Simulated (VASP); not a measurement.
The system is AlN.

```
CELL_PARAMETERS angstrom
0.00000 2.18399 2.18399
2.18399 0.00000 2.18399
2.18399 2.18399 0.00000
ATOMIC_POSITIONS crystal
Al 0.00000 0.00000 0.00000
N 0.25000 0.25000 0.25000
```

Program: VASP 6.6.1. Alike in all runs: task single point; level PBE; potentials or basis VASP PAW PBE potentials, release 64 (Al, N); no spin polarisation; cell as given; cutoff (eV) 600; smearing gaussian 0.01 eV.

Question: Order these runs on this cell by their band gap on the k mesh, lowest first.
A. k mesh 5 × 5 × 5
B. k mesh 8 × 8 × 8
C. k mesh 7 × 7 × 7

Answer: B (3.32 eV), C (3.62 eV), A (3.89 eV).

Caveats: some runs use coarse meshes; an odd mesh through Γ misses points on the zone boundary, where band edges can lie (at least some runs).

A k mesh can miss the band edges, odd and even meshes differently.
